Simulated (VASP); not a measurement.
# SrCl2 (Fm-3m) in VASP: further runs

SrCl2 is run at these levels: LDA; tasks: single point.

All numbers are computed with VASP 6.6.1; they aren't measurements. Logs are shortened: lines on timing, memory, paths and dates and some standing lists are left out, and cuts for length are marked.

**1. The cell of the first run**

The structure is cubic, space group Fm-3m (No. 225). Conventional cell: a = 6.413 Å, b = 6.413 Å, c = 6.413 Å, α = 90.00°, β = 90.00°, γ = 90.00°. Within 3.7 Å of Sr (site symmetry m-3m) lie 8 Cl at 2.78 Å. Within 3.7 Å of Cl (site symmetry -43m) lie 4 Sr at 2.78 Å and 6 Cl at 3.21 Å.

**2. Single point, LDA (strain -0.080 along x and y, -0.080 along z)**

INCAR

```
PREC = Accurate
ENCUT = 520
EDIFF = 1E-7
ISMEAR = 0
SIGMA = 0.05
LREAL = False
LASPH = True
NELM = 100
ALGO = Normal
ISIF = 2
LWAVE = False
LCHARG = True
LELF = True
LVHAR = True
NBANDS = 19
```

KPOINTS

```
Automatic mesh
0
Gamma
  6 6 6
```

POSCAR

```
SrCl2
1.0
    0.0000000000      3.2066600000      3.2066600000
    3.2066600000      0.0000000000      3.2066600000
    3.2066600000      3.2066600000      0.0000000000
Sr Cl
1 2
Direct
    0.0000000000      0.0000000000      0.0000000000
    0.2500000000      0.2500000000      0.2500000000
    0.7500000000      0.7500000000      0.7500000000
```

Potentials or basis: VASP PAW LDA potentials, release 64 (Sr_sv, Cl).

Started as:

```sh
$ cat potpaw_LDA.64/Sr_sv/POTCAR potpaw_LDA.64/Cl/POTCAR > POTCAR
$ mpirun -np 1 vasp_std > vasp.out
```

OUTCAR:

```text
PREC = Accurate
   ENCUT = 520
   EDIFF = 1E-7
   ISMEAR = 0
   LREAL = False
   LASPH = True
   NELM = 100
   ISIF = 2

 ion  position               nearest neighbor table
   1  0.000  0.000  0.000-   2 2.78   3 2.78   3 2.78   3 2.78   3 2.78   2 2.78   2 2.78   2 2.78

   2  0.250  0.250  0.250-   1 2.78   1 2.78   1 2.78   1 2.78
   3  0.750  0.750  0.750-   1 2.78   1 2.78   1 2.78   1 2.78

  LATTYP: Found a face centered cubic cell.
 ALAT       =     6.4133200000

  Lattice vectors:

 A1 = (   0.0000000000,   3.2066600000,   3.2066600000)
 A2 = (   3.2066600000,   0.0000000000,   3.2066600000)
 A3 = (   3.2066600000,   3.2066600000,   0.0000000000)

Analysis of symmetry for initial positions (statically):
=====================================================================
 Subroutine PRICEL returns:
 Original cell was already a primitive cell.

 Routine SETGRP: Setting up the symmetry group for a
 face centered cubic supercell.

 Subroutine GETGRP returns: Found 48 space group operations
 (whereof 48 operations were pure point group operations)
 out of a pool of 48 trial point group operations.

The static configuration has the point symmetry O_h .

Analysis of symmetry for dynamics (positions and initial velocities):
=====================================================================
 Subroutine PRICEL returns:
 Original cell was already a primitive cell.

 Routine SETGRP: Setting up the symmetry group for a
 face centered cubic supercell.

 Subroutine GETGRP returns: Found 48 space group operations
 (whereof 48 operations were pure point group operations)
 out of a pool of 48 trial point group operations.

The dynamic configuration has the point symmetry O_h .

 Subroutine INISYM returns: Found 48 space group operations
 (whereof 48 operations are pure point group operations),
 and found     1 'primitive' translations

----------------------------------------------------------------------------------------

                                     Primitive cell

  volume of cell :      65.9460

  direct lattice vectors                    reciprocal lattice vectors
     0.000000000  3.206660000  3.206660000    -0.155925480  0.155925480  0.155925480
     3.206660000  0.000000000  3.206660000     0.155925480 -0.155925480  0.155925480
     3.206660000  3.206660000  0.000000000     0.155925480  0.155925480 -0.155925480

  length of vectors
     4.534902062  4.534902062  4.534902062     0.270070854  0.270070854  0.270070854
[... 73 lines left out ...]
   NELM   =    100;   NELMIN=  2; NELMDL= -5     # of ELM steps
   EDIFF  = 0.1E-06   stopping-criterion for ELM
   LREAL  =      F    real-space projection
   EDIFFG = 0.1E-05   stopping-criterion for IOM
   NSW    =      0    number of steps for IOM
   IBRION =     -1    ionic relax: 0-MD 1-quasi-New 2-CG
   NFREE  =      0    steps in history (QN), initial steepest desc. (CG)
   ISIF   =      2    stress and relaxation
   ISYM   =      2    0-nonsym 1-usesym 2-fastsym
   POTIM  = 0.5000    time-step for ionic-motion
   TEBEG  =    0.0;   TEEND  =   0.0 temperature during run
   PSTRESS=    0.0 pullay stress
   NELECT =      24.0000    total number of electrons
   NUPDOWN=      -1.0000    fix difference up-down
   EMIN   =  10.00;   EMAX   =-10.00  energy-range for DOS
   EFERMI =   0.00;   METHOD = LEGACY
   ISMEAR =     0;   SIGMA  =   0.05  broadening in eV -4-tet -1-fermi 0-gaus
   EFERMI_NEDOS =   21; number of points for ismear=-14 and -15
   IALGO  =     38    algorithm
   IMIX   =      4    mixing-type and parameters
     AMIX     =   0.40;   BMIX     =  1.00
     AMIX_MAG =   1.60;   BMIX_MAG =  1.00
  volume/ion in A,a.u.               =      21.98       148.34
  Fermi-wavevector in a.u.,A,eV,Ry     =   1.168824  2.208756 18.587583  1.366149
  Thomas-Fermi vector in A             =   2.305305
   LORBIT       =      0    0 simple, 1 ext, 2 COOP (PROOUT), +10 PAW based schemes
   GGA     = CA    functional components
   LHFCALC =     F    Hartree Fock is set to
   AEXX    =    0.0000 exact exchange contribution
   IVDW    =     0    specifies the selected vdW correction
   LEPSILON=     F    determine dielectric tensor
   LRPA    =     F    only Hartree local field effects (RPA)
 non-spin polarized calculation
 Gauss-broadening in eV      SIGMA  =   0.05
  energy-cutoff  :      520.00
  volume of cell :       65.95
 maximum number of plane-waves:      1807
 NGX is ok and might be reduce to    36
   NGX = 17   NGY = 17   NGZ = 17

 number of electron      23.9999998 magnetization

 Free energy of the ion-electron system (eV)
  ---------------------------------------------------
  ext. energy  EPLUGINS =         0.00000000
  ---------------------------------------------------
  free energy    TOTEN  =       -13.66386551 eV

  energy without entropy =      -13.66386551  energy(sigma->0) =      -13.66386551

 E-fermi :   2.2900     XC(G=0):  -9.9122

 val. band max:        1.9403834228   @ k =   0.5000   0.5000   0.0000
 cond. band min:       6.8113275700   @ k =   0.5000   0.5000   0.0000
 fundamental gap:      4.8709441471
 Fermi energy:         2.2899850342

 k-point     1 :       0.0000    0.0000    0.0000
  band No.  band energies     occupation
      1     -30.1347      2.00000
      2     -12.3843      2.00000
      3     -12.3843      2.00000
      4     -12.3843      2.00000
      5     -12.2506      2.00000
      6     -10.7121      2.00000
[... 329 lines left out ...]
      6     -10.3443      2.00000
[... 11 lines left out ...]
     18      12.6805      0.00000
     19      12.7975      0.00000

------------------------ aborting loop because EDIFF is reached ----------------------------------------

  FORCE on cell =-STRESS in cart. coord.  units (eV):
  Direction    XX          YY          ZZ          XY          YZ          ZX
  --------------------------------------------------------------------------------------
  -------------------------------------------------------------------------------------
  Total        4.9018812      4.9018812      4.9018812      0.0000000     -0.0000000      0.0000000
  in kB      119.0925574    119.0925574    119.0925574      0.0000000     -0.0000000      0.0000000
  external PRESSURE =     119.0925574 kB  Pullay stress =       0.0000000 kB

 VOLUME and BASIS-vectors are now :
 -----------------------------------------------------------------------------
  energy-cutoff  :      520.00
  volume of cell :       65.95
      direct lattice vectors                 reciprocal lattice vectors
     0.000000000  3.206660000  3.206660000    -0.155925480  0.155925480  0.155925480
     3.206660000  0.000000000  3.206660000     0.155925480 -0.155925480  0.155925480
     3.206660000  3.206660000  0.000000000     0.155925480  0.155925480 -0.155925480

 POSITION                                       TOTAL-FORCE (eV/Angst)
 -----------------------------------------------------------------------------------
      0.00000      0.00000      0.00000         0.000000      0.000000     -0.000000
      1.60333      1.60333      1.60333         0.000000      0.000000     -0.000000
      4.80999      4.80999      4.80999        -0.000000     -0.000000      0.000000
 -----------------------------------------------------------------------------------
    total drift:                                0.000000      0.000000      0.000000

  FREE ENERGIE OF THE ION-ELECTRON SYSTEM (eV)
  ---------------------------------------------------
  free  energy   TOTEN  =       -13.6638655091 eV

  energy  without entropy=      -13.6638655091  energy(sigma->0) =      -13.66386551
```

OSZICAR:

```text
N       E                     dE             d eps       ncg     rms          rms(c)
DAV:   1     0.132573849700E+03    0.13257E+03   -0.11928E+04   608   0.117E+03
DAV:   2    -0.659763053588E+01   -0.13917E+03   -0.13640E+03   801   0.230E+02
DAV:   3    -0.137025028165E+02   -0.71049E+01   -0.70791E+01   824   0.508E+01
DAV:   4    -0.139865905005E+02   -0.28409E+00   -0.28374E+00   949   0.843E+00
DAV:   5    -0.139901382911E+02   -0.35478E-02   -0.35475E-02   836   0.968E-01    0.250E+01
DAV:   6    -0.137146598323E+02    0.27548E+00   -0.43029E-01   692   0.360E+00    0.155E+01
DAV:   7    -0.136721340021E+02    0.42526E-01   -0.33027E-01   675   0.336E+00    0.115E+00
DAV:   8    -0.136634541368E+02    0.86799E-02   -0.55736E-02   707   0.130E+00    0.390E-01
DAV:   9    -0.136637412425E+02   -0.28711E-03   -0.17394E-03   744   0.297E-01    0.177E-01
DAV:  10    -0.136638403284E+02   -0.99086E-04   -0.10454E-04   855   0.580E-02    0.431E-02
DAV:  11    -0.136638652430E+02   -0.24915E-04   -0.19716E-05   682   0.336E-02    0.128E-02
DAV:  12    -0.136638653316E+02   -0.88621E-07   -0.42073E-06   925   0.120E-02    0.632E-03
DAV:  13    -0.136638655078E+02   -0.17613E-06   -0.89615E-07   708   0.657E-03    0.619E-03
DAV:  14    -0.136638655091E+02   -0.13692E-08   -0.75836E-08   570   0.241E-03
   1 F= -.13663866E+02 E0= -.13663866E+02  d E =-.229642E-24
```

Wall time 8.9 s (1 thread of Intel Xeon 6975P-C (Granite Rapids), shared host); peak memory 0.17 GiB.

What came out:

| Property | Result |
| --- | --- |
| Free energy | -13.6639 eV |
| Pressure | 11.9 GPa |
| Band gap on the k mesh | 4.87 eV |

Caveat: the cell differs from its parent crystal (strain -0.080 along x and y, -0.080 along z); the cell stands under pressure. A k mesh can miss the band edges.

**3. Single point, LDA (strain -0.040 along x and y, -0.040 along z)**

INCAR

```
PREC = Accurate
ENCUT = 520
EDIFF = 1E-6
ISMEAR = 0
SIGMA = 0.05
LREAL = F
LASPH = T
NELM = 80
ALGO = Normal
ISIF = 2
LWAVE = F
LCHARG = T
LELF = T
LVHAR = T
NBANDS = 19
```

KPOINTS is that of step 2.

POSCAR

```
SrCl2
1.0
    0.0000000000      3.3460800000      3.3460800000
    3.3460800000      0.0000000000      3.3460800000
    3.3460800000      3.3460800000      0.0000000000
Sr Cl
1 2
Direct
    0.0000000000      0.0000000000      0.0000000000
    0.2500000000      0.2500000000      0.2500000000
    0.7500000000      0.7500000000      0.7500000000
```

Potentials or basis: VASP PAW LDA potentials, release 64 (Sr_sv, Cl).

Started as:

```sh
$ cat potpaw_LDA.64/Sr_sv/POTCAR potpaw_LDA.64/Cl/POTCAR > POTCAR
$ mpirun -np 1 vasp_std > vasp.out
```

Wall time 8.5 s (1 thread of Intel Xeon 6975P-C (Granite Rapids), shared host); peak memory 0.18 GiB.

The run converged. Its results:

```
Free energy            : -14.0459 eV
Pressure               : 2.6 GPa
Band gap on the k mesh : 5.05 eV
```

Levels at points of the mesh, in eV from the valence-band top:
```
           k point  band 10  band 11  band 12  band 13  band 14  band 15
(0.00, 0.00, 0.00)    -0.40    -0.40    -0.40     5.36     5.71     5.71
(0.50, 0.00, 0.00)    -1.62    -1.25    -1.25     6.49     6.49     7.58
(0.50, 0.50, 0.00)    -0.53    -0.53     0.00     5.05     7.13     7.61
```

Caveat: the cell differs from its parent crystal (strain -0.040 along x and y, -0.040 along z). A k mesh can miss the band edges.

**4. Single point, LDA (strain +0.040 along x and y, +0.040 along z)**

INCAR

```
SYSTEM = SrCl2
ALGO     = Normal         ! electronic algorithm
EDIFF    = 1E-7           ! SCF threshold, eV
ENCUT    = 520            ! plane-wave cutoff, eV
GGA      = CA             ! functional
ISIF     = 2              ! what is computed and relaxed
ISMEAR   = 0              ! smearing method
LASPH    = .TRUE.         ! aspherical terms in the spheres
LCHARG   = .TRUE.         ! write CHGCAR
LELF     = .TRUE.         ! ELF
LREAL    = .FALSE.        ! projectors in reciprocal space
LVHAR    = .TRUE.       
LWAVE    = .FALSE.        ! write WAVECAR
NBANDS   = 19             ! bands
NELM     = 100            ! most SCF steps
PREC     = Accurate       ! precision mode
SIGMA    = 0.05           ! smearing width, eV
```

KPOINTS

```
k-points
0
G
  6 6 6
  0 0 0
```

POSCAR

```
SrCl2
1.0
    0.0000000000      3.6249200000      3.6249200000
    3.6249200000      0.0000000000      3.6249200000
    3.6249200000      3.6249200000      0.0000000000
Sr Cl
1 2
Direct
    0.0000000000      0.0000000000      0.0000000000
    0.2500000000      0.2500000000      0.2500000000
    0.7500000000      0.7500000000      0.7500000000
```

Started as:

```sh
$ cat potpaw_LDA.64/Sr_sv/POTCAR potpaw_LDA.64/Cl/POTCAR > POTCAR
$ mpirun -np 1 vasp_std > vasp.out
```

Run time: 13 s. Hardware: 1 thread of Intel Xeon 6975P-C (Granite Rapids), shared host; peak memory 0.2 GiB.

Results (log left out):

| Property | Result |
| --- | --- |
| Free energy | -13.7545 eV |
| Pressure | -5.4 GPa |
| Band gap on the k mesh | 4.47 eV (least direct gap 4.77 eV) |

Levels at points of the mesh, in eV from the valence-band top:
```tsv
k point	band 10	band 11	band 12	band 13	band 14	band 15
(0.00, 0.00, 0.00)	-0.30	-0.30	-0.30	4.47	5.83	5.83
(0.50, 0.00, 0.00)	-1.17	-0.93	-0.93	6.32	6.32	6.86
(0.50, 0.50, 0.00)	-0.34	-0.34	0.00	5.18	6.49	7.06
```

Caveat: the cell differs from its parent crystal (strain +0.040 along x and y, +0.040 along z); the cell stands under tension.

**5. Single point, LDA (strain +0.080 along x and y, +0.080 along z)**

INCAR

```
SYSTEM = SrCl2
PREC = Accurate ; ENCUT = 520
EDIFF = 1E-7 ; ISMEAR = 0
SIGMA = 0.05 ; LREAL = .False.
LASPH = .True. ; NELM = 60
ALGO = Normal ; ISIF = 2
LWAVE = .False. ; LCHARG = .False.
NBANDS = 19
```

KPOINTS

```
Automatic mesh
0
Gamma
  6 6 6
  0 0 0
```

POSCAR

```
SrCl2
1.0
    0.0000000000      3.7643400000      3.7643400000
    3.7643400000      0.0000000000      3.7643400000
    3.7643400000      3.7643400000      0.0000000000
Sr Cl
1 2
Direct
    0.0000000000      0.0000000000      0.0000000000
    0.2500000000      0.2500000000      0.2500000000
    0.7500000000      0.7500000000      0.7500000000
```

Started as:

```sh
$ cat potpaw_LDA.64/Sr_sv/POTCAR potpaw_LDA.64/Cl/POTCAR > POTCAR
$ mpirun -np 1 vasp_std > vasp.out
```

It took 13 s on 1 thread of Intel Xeon 6975P-C (Granite Rapids), shared host; peak memory 0.2 GiB.

Results (log left out):

- Free energy: -13.3195 eV
- Pressure: -6.7 GPa
- Band gap on the k mesh: 4.09 eV (least direct gap 4.36 eV)

Levels at points of the mesh, in eV from the valence-band top:
| k point | band 10 | band 11 | band 12 | band 13 | band 14 | band 15 |
| --- | --- | --- | --- | --- | --- | --- |
| (0.00, 0.00, 0.00) | -0.26 | -0.26 | -0.26 | 4.09 | 5.75 | 5.75 |
| (0.50, 0.00, 0.00) | -0.99 | -0.80 | -0.80 | 6.14 | 6.14 | 6.37 |
| (0.50, 0.50, 0.00) | -0.27 | -0.27 | 0.00 | 5.16 | 6.17 | 6.73 |

Caveat: the cell differs from its parent crystal (strain +0.080 along x and y, +0.080 along z); the cell stands under tension.

**6. The runs side by side**

```csv
cell,gap on the mesh (eV),pressure (GPa)
"a = 4.535 Å, angles 60.0°, 3 atoms",4.87,11.9
"a = 4.732 Å, angles 60.0°, 3 atoms",5.05,2.6
"a = 5.126 Å, angles 60.0°, 3 atoms",4.47,-5.4
"a = 5.324 Å, angles 60.0°, 3 atoms",4.09,-6.7
```

Alike in all rows: task single point; level LDA; potentials or basis VASP PAW LDA potentials, release 64 (Sr_sv, Cl); no spin polarisation; k mesh 6 × 6 × 6; cutoff (eV) 520; smearing gaussian 0.05 eV.

Caveats: the cell stands under tension (at least some runs); the cell stands under pressure (at least some runs).

Absolute energies hang on the potentials; compare differences alone.
